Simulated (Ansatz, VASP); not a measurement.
**Two plane-wave programs on Ga3BAs4**

INCAR

```
SYSTEM = Ga3BAs4
  PREC = Accurate
  ENCUT = 600
  EDIFF = 1E-6
  ISMEAR = 0
  SIGMA = 0.1
  LREAL = .FALSE.
  LASPH = .TRUE.
  NELM = 80
  ALGO = Normal
  ISIF = 3
  LWAVE = .FALSE.
  LCHARG = .FALSE.
  GGA = PE
  IBRION = 2
  NSW = 90
  EDIFFG = -0.04
```

File KPOINTS:

```
regular mesh
0
G
  4 4 4
  0 0 0
```

Contents of POSCAR:

```
Ga3BAs4
1.0
   -2.7078789600      2.7078789600      5.4157579200
    2.7078789600     -2.7078789600      5.4157579200
    2.7078789600      2.7078789600     -5.4157579200
Ga B As
3 1 4
Direct
    0.0000000000      0.0000000000      0.0000000000
    0.2500000000      0.7500000000      0.5000000000
    0.7500000000      0.2500000000      0.5000000000
    0.5000000000      0.5000000000      0.0000000000
    0.6250000000      0.6250000000      0.5000000000
    0.1250000000      0.1250000000      0.5000000000
    0.8750000000      0.3750000000      0.0000000000
    0.3750000000      0.8750000000      0.0000000000
```

Input for Ansatz:

```yaml
crystal:
  lattice:
    - [-2.70787896, 2.70787896, 5.41575792]
    - [2.70787896, -2.70787896, 5.41575792]
    - [2.70787896, 2.70787896, -5.41575792]
  atoms:
    - { symbol: Ga, position: [0.0, 0.0, 0.0] }
    - { symbol: Ga, position: [0.25, 0.75, 0.5] }
    - { symbol: Ga, position: [0.75, 0.25, 0.5] }
    - { symbol: B, position: [0.5, 0.5, 0.0] }
    - { symbol: As, position: [0.625, 0.625, 0.5] }
    - { symbol: As, position: [0.125, 0.125, 0.5] }
    - { symbol: As, position: [0.875, 0.375, 0.0] }
    - { symbol: As, position: [0.375, 0.875, 0.0] }
basis:
  ecutwfc: 420
kpoints:
  mp_grid: { grid: [4, 4, 4] }
hamiltonian:
  xc: pbe
scf:
  occupations: { method: gaussian, width: 0.1 }
  lower_state_search: "off"
output:
  forces: true
  stress: true
  eigenvalues: true
relax:
  adjacent_minimum: "off"
  f_tol: 0.04
  max_steps: 70
  cell: { stress_tol: 0.4 }
```

Alike in both runs: task relaxation of cell and atoms; functional PBE; k mesh 4 × 4 × 4; occupations gaussian, width 0.1 eV; no spin polarisation.

|  | VASP | Ansatz |
| --- | --- | --- |
| version | VASP 6.6.1 | Ansatz 0.2.0 |
| potentials or method | VASP PAW PBE potentials, release 64 (Ga_d, B, As), cutoff 600 eV | scalar-relativistic, plane waves, PAW |
| valence electrons in the cell | 62 | 102 |

|  | VASP | Ansatz | Ansatz less VASP |
| --- | --- | --- | --- |
| gap on the k mesh at the Fermi level, each at its own relaxed structure (eV) | 0.65 | 0.66 | +0.016 |
| relaxed volume (Å³/atom) | 20.90 | 20.82 | -0.080 |
| relaxed length of the cell vector where the two differ most in proportion (Å) | 6.732 | 6.722 | -0.0100 |

VASP's potentials hold 62 valence electrons a cell and Ansatz's 102, so a difference there can come from the potentials and not from the codes.
